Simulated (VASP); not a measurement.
A run of VASP 6.6.1:

INCAR

```
SYSTEM = In
PREC = Accurate
ENCUT = 520
EDIFF = 1E-6
ISMEAR = -1
SIGMA = 0.05
LREAL = .FALSE.
LASPH = .TRUE.
NELM = 80
ALGO = Normal
ISIF = 2
LWAVE = .FALSE.
LCHARG = .TRUE.
GGA = PS
LELF = .TRUE.
LVHAR = .TRUE.
NBANDS = 12
```

KPOINTS

```
Automatic mesh
0
G
  18 18 17
  0 0 0
```

POSCAR

```
In
1.0
    2.3862378661      0.0000000000      0.0000000000
   -1.1931189331      2.0665426115      0.0000000000
    0.0000000000      0.0000000000      2.2869920366
In
1
Direct
    0.0000000000      0.0000000000      0.0000000000
```

Potentials or basis: VASP PAW PBE potentials, release 64 (In_d).

Run with:

```console
$ cat potpaw_PBE.64/In_d/POTCAR > POTCAR
$ mpirun -np 1 vasp_std > vasp.out
```

Hardware: 1 thread of Intel(R) Xeon(R) Platinum 8259CL CPU @ 2.50GHz (Skylake/Cascade Lake) (shared host).

**Question.** How long does it take, and how much memory?

**Answer.** Run time: 50 s on 1 thread of Intel(R) Xeon(R) Platinum 8259CL CPU @ 2.50GHz (Skylake/Cascade Lake) (shared host), peak memory 0.15 GiB. Counts: scf iterations 12, k points 333.
